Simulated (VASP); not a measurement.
# ZnO (P6_3mc) in VASP: further runs, part 2 of 2

VASP 6.6.1. The steps go on from the part before.

### 4 Single point, PBE

Input file INCAR:

```
SYSTEM = ZnO
PREC     = Accurate       ! precision mode
ENCUT    = 910            ! plane-wave cutoff, eV
EDIFF    = 1E-6           ! SCF threshold, eV
ISMEAR   = 0              ! smearing method
SIGMA    = 0.05           ! smearing width, eV
LREAL    = .False.        ! projectors in reciprocal space
LASPH    = .True.         ! aspherical terms in the spheres
NELM     = 120            ! most SCF steps
ALGO     = Normal         ! electronic algorithm
ISIF     = 2              ! what is computed and relaxed
LWAVE    = .False.        ! write WAVECAR
LCHARG   = .True.         ! write CHGCAR
GGA      = PE             ! functional
LELF     = .True.         ! ELF
LVHAR    = .True.       
NBANDS   = 26             ! bands
GGA_COMPAT= .False.
```

Input file KPOINTS:

```
Automatic mesh
0
Gamma
  8 8 6
  0 0 0
```

Input file POSCAR:

```
ZnO
1.0
    3.2419811878      0.0000000000      0.0000000000
   -1.6209905939      2.8076380673      0.0000000000
    0.0000000000      0.0000000000      5.2276401338
Zn O
2 2
Direct
    0.3333333333      0.6666666667      0.0014489149
    0.6666666667      0.3333333333      0.5014489149
    0.3333333333      0.6666666667      0.3806510851
    0.6666666667      0.3333333333      0.8806510851
```

Potentials or basis: VASP PAW PBE potentials, release 64 (Zn, O_h).

Command:

```console
> cat potpaw_PBE.64/Zn/POTCAR potpaw_PBE.64/O_h/POTCAR > POTCAR
> mpirun -np 1 vasp_std > vasp.out
```

OUTCAR:

```text
SYSTEM = ZnO
   PREC = Accurate
   ENCUT = 910
   EDIFF = 1E-6
   ISMEAR = 0
   LREAL = .False.
   LASPH = .True.
   NELM = 120
   ISIF = 2
   GGA = PE

 ion  position               nearest neighbor table
   1  0.333  0.667  0.001-   4 1.98   4 1.98   4 1.98   3 1.98
   2  0.667  0.333  0.501-   3 1.98   3 1.98   3 1.98   4 1.98
   3  0.333  0.667  0.381-   2 1.98   2 1.98   2 1.98   1 1.98
   4  0.667  0.333  0.881-   1 1.98   1 1.98   1 1.98   2 1.98

  LATTYP: Found a hexagonal cell.
 ALAT       =     3.2419811878
 C/A-ratio  =     1.6124831796

  Lattice vectors:

 A1 = (   3.2419811878,   0.0000000000,   0.0000000000)
 A2 = (  -1.6209905939,   2.8076380673,   0.0000000000)
 A3 = (   0.0000000000,   0.0000000000,   5.2276401338)

Analysis of symmetry for initial positions (statically):
=====================================================================
 Subroutine PRICEL returns:
 Original cell was already a primitive cell.

 Routine SETGRP: Setting up the symmetry group for a
 hexagonal supercell.
[... 170 lines left out ...]
  free energy    TOTEN  =       -17.83603317 eV

  energy without entropy =      -17.83603317  energy(sigma->0) =      -17.83603317

 E-fermi :   1.7682     XC(G=0): -10.9165

 val. band max:        1.5322134819   @ k =   0.0000   0.0000   0.0000
 cond. band min:       2.3149603502   @ k =   0.0000   0.0000   0.0000
 fundamental gap:      0.7827468683
 Fermi energy:         1.7682283452

 k-point     1 :       0.0000    0.0000    0.0000
  band No.  band energies     occupation
      1     -16.5649      2.00000
      2     -15.8438      2.00000
      3      -4.1681      2.00000
      4      -4.1681      2.00000
      5      -4.1227      2.00000
      6      -4.1159      2.00000
[... 685 lines left out ...]
     25      15.0309      0.00000
     26      15.4318      0.00000

 [... further k-points ...]

------------------------ aborting loop because EDIFF is reached ----------------------------------------

  FORCE on cell =-STRESS in cart. coord.  units (eV):
  Direction    XX          YY          ZZ          XY          YZ          ZX
  --------------------------------------------------------------------------------------
  -------------------------------------------------------------------------------------
  Total        1.6801547      1.6801547      1.7130037      0.0000000      0.0000000      0.0000000
  in kB       56.5721348     56.5721348     57.6781837      0.0000000      0.0000000      0.0000000
  external PRESSURE =      56.9408178 kB  Pullay stress =       0.0000000 kB

 VOLUME and BASIS-vectors are now :
 -----------------------------------------------------------------------------
  energy-cutoff  :      910.00
  volume of cell :       47.58
      direct lattice vectors                 reciprocal lattice vectors
     3.241981188  0.000000000  0.000000000     0.308453363  0.178085632  0.000000000
    -1.620990594  2.807638067  0.000000000     0.000000000  0.356171264  0.000000000
     0.000000000  0.000000000  5.227640134     0.000000000  0.000000000  0.191290903

 POSITION                                       TOTAL-FORCE (eV/Angst)
 -----------------------------------------------------------------------------------
     -0.00000      1.87176      0.00757         0.000000     -0.000000     -0.002458
      1.62099      0.93588      2.62139        -0.000000     -0.000000     -0.002458
     -0.00000      1.87176      1.98991        -0.000000      0.000000      0.002458
      1.62099      0.93588      4.60373         0.000000      0.000000      0.002458
 -----------------------------------------------------------------------------------
    total drift:                               -0.000000     -0.000000      0.000552

  FREE ENERGIE OF THE ION-ELECTRON SYSTEM (eV)
  ---------------------------------------------------
  free  energy   TOTEN  =       -17.8360331660 eV

  energy  without entropy=      -17.8360331660  energy(sigma->0) =      -17.83603317
```

OSZICAR:

```text
N       E                     dE             d eps       ncg     rms          rms(c)
DAV:   1     0.392968651055E+03    0.39297E+03   -0.25118E+04  2080   0.292E+03
DAV:   2     0.455199041418E+02   -0.34745E+03   -0.32548E+03  2208   0.551E+02
DAV:   3    -0.176936709553E+02   -0.63214E+02   -0.60936E+02  2402   0.190E+02
DAV:   4    -0.210176430986E+02   -0.33240E+01   -0.32947E+01  2348   0.476E+01
DAV:   5    -0.210506088404E+02   -0.32966E-01   -0.32945E-01  2296   0.479E+00    0.149E+01
DAV:   6    -0.176514178506E+02    0.33992E+01   -0.61141E+00  3464   0.607E+01    0.895E+00
DAV:   7    -0.178811053077E+02   -0.22969E+00   -0.30773E+00  2452   0.166E+01    0.548E+00
DAV:   8    -0.178802476474E+02    0.85766E-03   -0.52888E-01  2808   0.699E+00    0.182E+00
DAV:   9    -0.178342318115E+02    0.46016E-01   -0.91589E-02  2950   0.569E+00    0.440E-01
DAV:  10    -0.178358436268E+02   -0.16118E-02   -0.41728E-02  2118   0.168E+00    0.121E-01
DAV:  11    -0.178360675622E+02   -0.22394E-03   -0.18118E-03  2492   0.915E-01    0.484E-02
DAV:  12    -0.178360217690E+02    0.45793E-04   -0.38793E-04  2524   0.601E-01    0.109E-02
DAV:  13    -0.178360383675E+02   -0.16599E-04   -0.53373E-05  2170   0.602E-02    0.228E-02
DAV:  14    -0.178360331554E+02    0.52121E-05   -0.13631E-05  2412   0.371E-02    0.348E-03
DAV:  15    -0.178360331660E+02   -0.10595E-07   -0.10895E-06  1656   0.808E-03
   1 F= -.17836033E+02 E0= -.17836033E+02  d E =-.309335E-13
```

stdout:

```text
POSCAR found type information on POSCAR ZnO
 POSCAR found :  2 types and       4 ions
 scaLAPACK will be used
 LDA part: xc-table for (Slater+PW92), standard interpolation
 POSCAR, INCAR and KPOINTS ok, starting setup
 FFT: planning ... GRIDC
 FFT: planning ... GRID_SOFT
 FFT: planning ... GRID
 WAVECAR not read
 entering main loop
```

Wall time 39 s (1 thread of Intel Xeon 6975P-C (Granite Rapids), shared host); peak memory 0.27 GiB.

What came out:

* Free energy: -17.8360 eV
* Pressure: 5.7 GPa
* Band gap on the k mesh: 0.78 eV, direct

Forces on the atoms (eV/Å):
```
Zn   0.000  0.000 -0.002
Zn   0.000  0.000 -0.002
O    0.000  0.000  0.002
O    0.000  0.000  0.002
```

Caveat: the cutoff is under 1.25 times the usual one of these potentials, so pressure, stress and relaxed cells hold a basis-set (Pulay) error.

### 5 The runs side by side

| task | potentials or basis | cell | k mesh | cutoff (eV) | second run | gap on the mesh (eV) | pressure (GPa) |
| --- | --- | --- | --- | --- | --- | --- | --- |
| relaxation of shape and atoms at fixed volume | VASP PAW PBE potentials, release 64 (Zn, O) | relaxed from a = 3.249, b = 3.249, c = 5.204 Å, angles 90.0, 90.0, 120.0°, 4 atoms | 8 × 8 × 6 | 600 | - | 0.78 | 5.8 |
| single point | VASP PAW PBE potentials, release 64 (Zn, O_h) | a = 3.242, b = 3.242, c = 5.228 Å, angles 90.0, 90.0, 120.0°, 4 atoms | 4 × 4 × 4 | 910 | hard_potentials | 0.78 | 5.7 |
| single point | VASP PAW PBE potentials, release 64 (Zn, O_h) | a = 3.242, b = 3.242, c = 5.228 Å, angles 90.0, 90.0, 120.0°, 4 atoms | 8 × 8 × 6 | 910 | hard_potentials | 0.78 | 5.7 |

Alike in all rows: level PBE; no spin polarisation; smearing gaussian 0.05 eV.

Caveats: some runs use coarse meshes; the cutoff is under 1.25 times the usual one of these potentials, so pressure, stress and relaxed cells hold a basis-set (Pulay) error (some runs).

Absolute energies hang on the potentials; compare differences alone.
